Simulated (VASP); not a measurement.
# Re (Pm-3m) in VASP: single point with PBE

Aim: the single point of Re with PBE.

Program: VASP 6.6.1. These are calculated values, not measurements. Logs are shortened: lines on timing, memory, paths and dates and some standing lists are left out, and cuts for length are marked.

### Step 1. The cell of the first run

The structure is cubic, space group Pm-3m (No. 221). The conventional cell has a = 2.471 Å, b = 2.471 Å, c = 2.471 Å, α = 90.00°, β = 90.00°, γ = 90.00°. Within 3.3 Å of Re (site symmetry m-3m) lie 6 Re at 2.47 Å.

### Step 2. Single point, PBE (volume scaled by 0.88)

Contents of INCAR:

```
SYSTEM = Re
PREC     = Accurate       ! precision mode
ENCUT    = 520            ! plane-wave cutoff, eV
EDIFF    = 1E-7           ! SCF threshold, eV
ISMEAR   = -1             ! smearing method
SIGMA    = 0.08           ! smearing width, eV
LREAL    = .FALSE.        ! projectors in reciprocal space
LASPH    = .TRUE.         ! aspherical terms in the spheres
NELM     = 100            ! most SCF steps
ALGO     = Normal         ! electronic algorithm
ISIF     = 2              ! what is computed and relaxed
LWAVE    = .FALSE.        ! write WAVECAR
LCHARG   = .TRUE.         ! write CHGCAR
GGA      = PE             ! functional
LELF     = .TRUE.         ! ELF
LVHAR    = .TRUE.       
NBANDS   = 10             ! bands
```

Contents of KPOINTS:

```
regular mesh
0
G
  15 15 15
  0 0 0
```

Contents of POSCAR:

```
Re
1.0
    2.4706808905      0.0000000000      0.0000000000
    0.0000000000      2.4706808905      0.0000000000
    0.0000000000      0.0000000000      2.4706808905
Re
1
Direct
    0.0000000000      0.0000000000      0.0000000000
```

Potentials or basis: VASP PAW PBE potentials, release 64 (Re).

Started as:

```sh
cat potpaw_PBE.64/Re/POTCAR > POTCAR
mpirun -np 1 vasp_std > vasp.out
```

OUTCAR:

```text
SYSTEM = Re
   PREC = Accurate
   ENCUT = 520
   EDIFF = 1E-7
   ISMEAR = -1
   LREAL = .FALSE.
   LASPH = .TRUE.
   NELM = 100
   ISIF = 2
   GGA = PE

 ion  position               nearest neighbor table
   1  0.000  0.000  0.000-

  LATTYP: Found a simple cubic cell.
 ALAT       =     2.4706808905

  Lattice vectors:

 A1 = (   2.4706808905,   0.0000000000,   0.0000000000)
 A2 = (   0.0000000000,   2.4706808905,   0.0000000000)
 A3 = (   0.0000000000,   0.0000000000,   2.4706808905)

Analysis of symmetry for initial positions (statically):
=====================================================================
 Subroutine PRICEL returns:
 Original cell was already a primitive cell.

 Routine SETGRP: Setting up the symmetry group for a
 simple cubic supercell.

 Subroutine GETGRP returns: Found 48 space group operations
 (whereof 48 operations were pure point group operations)
 out of a pool of 48 trial point group operations.

The static configuration has the point symmetry O_h .

Analysis of symmetry for dynamics (positions and initial velocities):
=====================================================================
 Subroutine PRICEL returns:
 Original cell was already a primitive cell.

 Routine SETGRP: Setting up the symmetry group for a
 simple cubic supercell.

 Subroutine GETGRP returns: Found 48 space group operations
 (whereof 48 operations were pure point group operations)
 out of a pool of 48 trial point group operations.

The dynamic configuration has the point symmetry O_h .

 Subroutine INISYM returns: Found 48 space group operations
 (whereof 48 operations are pure point group operations),
 and found     1 'primitive' translations

----------------------------------------------------------------------------------------

                                     Primitive cell

  volume of cell :      15.0817

  direct lattice vectors                    reciprocal lattice vectors
     2.470680891  0.000000000  0.000000000     0.404746725  0.000000000  0.000000000
     0.000000000  2.470680891  0.000000000     0.000000000  0.404746725  0.000000000
     0.000000000  0.000000000  2.470680891     0.000000000  0.000000000  0.404746725

  length of vectors
     2.470680891  2.470680891  2.470680891     0.404746725  0.404746725  0.404746725

  position of ions in fractional coordinates (direct lattice)
     0.000000000  0.000000000  0.000000000

  ion indices of the primitive-cell ions
   primitive index   ion index
[... 71 lines left out ...]
   ENCUT  =  520.0 eV  38.22 Ry    6.18 a.u.   4.59  4.59  4.59*2*pi/ulx,y,z
   NELM   =    100;   NELMIN=  2; NELMDL= -5     # of ELM steps
   EDIFF  = 0.1E-06   stopping-criterion for ELM
   LREAL  =      F    real-space projection
   EDIFFG = 0.1E-05   stopping-criterion for IOM
   NSW    =      0    number of steps for IOM
   IBRION =     -1    ionic relax: 0-MD 1-quasi-New 2-CG
   NFREE  =      0    steps in history (QN), initial steepest desc. (CG)
   ISIF   =      2    stress and relaxation
   ISYM   =      2    0-nonsym 1-usesym 2-fastsym
   POTIM  = 0.5000    time-step for ionic-motion
   TEBEG  =    0.0;   TEEND  =   0.0 temperature during run
   PSTRESS=    0.0 pullay stress
   NELECT =       7.0000    total number of electrons
   NUPDOWN=      -1.0000    fix difference up-down
   EMIN   =  10.00;   EMAX   =-10.00  energy-range for DOS
   EFERMI =   0.00;   METHOD = LEGACY
   ISMEAR =    -1;   SIGMA  =   0.08  broadening in eV -4-tet -1-fermi 0-gaus
   EFERMI_NEDOS =   21; number of points for ismear=-14 and -15
   IALGO  =     38    algorithm
   IMIX   =      4    mixing-type and parameters
     AMIX     =   0.40;   BMIX     =  1.00
     AMIX_MAG =   1.60;   BMIX_MAG =  1.00
  volume/ion in A,a.u.               =      15.08       101.78
  Fermi-wavevector in a.u.,A,eV,Ry     =   1.267528  2.395280 21.859486  1.606627
  Thomas-Fermi vector in A             =   2.400671
   LORBIT       =      0    0 simple, 1 ext, 2 COOP (PROOUT), +10 PAW based schemes
   GGA     = PE    functional components
   LHFCALC =     F    Hartree Fock is set to
   AEXX    =    0.0000 exact exchange contribution
   IVDW    =     0    specifies the selected vdW correction
   LEPSILON=     F    determine dielectric tensor
   LRPA    =     F    only Hartree local field effects (RPA)
 non-spin polarized calculation
  energy-cutoff  :      520.00
  volume of cell :       15.08
 maximum number of plane-waves:       437
   NGX =  9   NGY =  9   NGZ =  9

 number of electron       7.0000002 magnetization

 Free energy of the ion-electron system (eV)
  ---------------------------------------------------
  ext. energy  EPLUGINS =         0.00000000
  ---------------------------------------------------
  free energy    TOTEN  =       -10.82928936 eV

  energy without entropy =      -10.80709981  energy(sigma->0) =      -10.81819458

 E-fermi :   8.2661     XC(G=0): -13.4309

 val. band max:        8.2605101990   @ k =   0.4667   0.4667   0.0667
 cond. band min:       8.2676504295   @ k =   0.3333   0.1333   0.0667
 fundamental gap:      0.0071402305
 Fermi energy:         8.2661350115

 k-point     1 :       0.0000    0.0000    0.0000
  band No.  band energies     occupation
      1      -1.8930      2.00000
      2       1.9102      2.00000
      3       1.9102      2.00000
      4      12.4117      0.00000
      5      12.4117      0.00000
      6      12.4117      0.00000
      7      24.6140      0.00000
      8      24.6140      0.00000
      9      24.6140      0.00000
     10      31.2262      0.00000
[... 287 lines left out ...]
 k-point    24 :       0.3333    0.2000    0.0000
  band No.  band energies     occupation
      1       1.8101      2.00000
      2       3.7374      2.00000
      3       5.5955      2.00000
      4       8.7666      0.00383
      5       9.1140      0.00005
      6      11.0689      0.00000
      7      19.0741      0.00000
      8      24.3198      0.00000
      9      27.2279      0.00000
     10      32.8676      0.00000

 [... further k-points ...]
[... 5 lines left out ...]
  --------------------------------------------------------------------------------------
  -------------------------------------------------------------------------------------
  Total        3.9742878      3.9742878      3.9742878      0.0000000      0.0000000      0.0000000
  in kB      422.2016467    422.2016467    422.2016467      0.0000000      0.0000000      0.0000000
  external PRESSURE =     422.2016467 kB  Pullay stress =       0.0000000 kB

 VOLUME and BASIS-vectors are now :
 -----------------------------------------------------------------------------
  energy-cutoff  :      520.00
  volume of cell :       15.08
      direct lattice vectors                 reciprocal lattice vectors
     2.470680891  0.000000000  0.000000000     0.404746725  0.000000000  0.000000000
     0.000000000  2.470680891  0.000000000     0.000000000  0.404746725  0.000000000
     0.000000000  0.000000000  2.470680891     0.000000000  0.000000000  0.404746725

 POSITION                                       TOTAL-FORCE (eV/Angst)
 -----------------------------------------------------------------------------------
      0.00000      0.00000      0.00000         0.000000      0.000000      0.000000
 -----------------------------------------------------------------------------------
    total drift:                               -0.000000      0.000000      0.000000

  FREE ENERGIE OF THE ION-ELECTRON SYSTEM (eV)
  ---------------------------------------------------
  free  energy   TOTEN  =       -10.8292893592 eV

  energy  without entropy=      -10.8070998099  energy(sigma->0) =      -10.81819458
```

OSZICAR:

```text
N       E                     dE             d eps       ncg     rms          rms(c)
DAV:   1     0.745628290653E+01    0.74563E+01   -0.33822E+03  3744   0.773E+02
DAV:   2    -0.108228169346E+02   -0.18279E+02   -0.17026E+02  3690   0.163E+02
DAV:   3    -0.112341216852E+02   -0.41130E+00   -0.40227E+00  3978   0.434E+01
DAV:   4    -0.112363653641E+02   -0.22437E-02   -0.22423E-02  3914   0.153E+00
DAV:   5    -0.112363706180E+02   -0.52539E-05   -0.52573E-05  3562   0.362E-02    0.309E+01
DAV:   6    -0.109444917057E+02    0.29188E+00   -0.23584E-01  3834   0.105E+01    0.152E+01
DAV:   7    -0.108325190819E+02    0.11197E+00   -0.21186E-01  3848   0.954E+00    0.477E-01
DAV:   8    -0.108292820979E+02    0.32370E-02   -0.29833E-03  3052   0.101E+00    0.173E-01
DAV:   9    -0.108292928705E+02   -0.10773E-04   -0.10957E-04  3372   0.945E-02    0.181E-02
DAV:  10    -0.108292895563E+02    0.33142E-05   -0.10017E-05  3650   0.323E-02    0.673E-03
DAV:  11    -0.108292892857E+02    0.27063E-06   -0.86158E-08  2420   0.916E-03    0.340E-03
DAV:  12    -0.108292893592E+02   -0.73585E-07   -0.48633E-08  1862   0.915E-03
   1 F= -.10829289E+02 E0= -.10818195E+02  d E =-.221895E-01
```

stdout:

```text
POSCAR found type information on POSCAR Re
 POSCAR found :  1 types and       1 ions
 scaLAPACK will be used
 LDA part: xc-table for (Slater+PW92), standard interpolation
 POSCAR, INCAR and KPOINTS ok, starting setup
 FFT: planning ... GRIDC
 FFT: planning ... GRID_SOFT
 FFT: planning ... GRID
 WAVECAR not read
 entering main loop
```

Wall time 28 s (1 thread of Intel Xeon 8259CL, shared host); peak memory 0.13 GiB.

What came out:

| Quantity | Value |
| --- | --- |
| Free energy | -10.8293 eV |
| Pressure | 42.2 GPa |

Levels at points of the mesh, in eV from the Fermi level:
```
           k point  band 1  band 2  band 3  band 4  band 5  band 6  band 7
(0.00, 0.00, 0.00)  -10.16   -6.36   -6.36    4.15    4.15    4.15   16.35
```

Caveat: spin-orbit coupling is left out, which moves the levels of the heavy elements.
